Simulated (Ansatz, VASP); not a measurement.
Rb: VASP beside Ansatz

INCAR

```
PREC = Accurate
ENCUT = 520
EDIFF = 1E-6
ISMEAR = -1
SIGMA = 0.05
LREAL = False
LASPH = True
NELM = 100
ALGO = Normal
ISIF = 2
LWAVE = False
LCHARG = False
GGA = PE
NBANDS = 16
```

KPOINTS

```
Automatic mesh
0
Gamma
  6 6 3
```

POSCAR

```
Rb
1.0
    5.0882069760      0.0000000000      0.0000000000
   -2.5441034880      4.4065165009      0.0000000000
    0.0000000000      0.0000000000      8.4420579800
Rb
2
Direct
    0.6666666667      0.3333333333      0.7500000000
    0.3333333333      0.6666666667      0.2500000000
```

File input.yaml:

```yaml
crystal:
  lattice:
    - [5.088206976, 0.0, 0.0]
    - [-2.544103488, 4.4065165009, 0.0]
    - [0.0, 0.0, 8.44205798]
  atoms:
    - { symbol: Rb, position: [0.6666666667, 0.3333333333, 0.75] }
    - { symbol: Rb, position: [0.3333333333, 0.6666666667, 0.25] }
hamiltonian:
  xc: pbe
  pseudopotentials: { kind: paw }
kpoints:
  mp_grid: { grid: [6, 6, 3] }
scf:
  occupations: { method: fermi_dirac, width: 0.05 }
output:
  forces: true
  stress: true
  eigenvalues: true
```

Alike in both runs: task single point; functional PBE; k mesh 6 × 6 × 3; occupations fermi-dirac, width 0.05 eV; no spin polarisation.

|  | VASP | Ansatz |
| --- | --- | --- |
| version | VASP 6.6.1 | Ansatz 0.2.0 |
| potentials or method | VASP PAW PBE potentials, release 64 (Rb_sv) | Ansatz PAW |
| plane-wave cutoff (eV) | 520 | 420 |
| valence electrons in the cell | 18 | 18 |

```csv
,VASP,Ansatz,Ansatz less VASP
gap on the k mesh at the Fermi level (eV),none,none,-
pressure (GPa),-0.1,-0.1,0.00
"traceless stress, the component that is largest in VASP (GPa)",-0.07,-0.07,0.000
```

A gap of «none» marks a metal or a gap that the smearing closes.
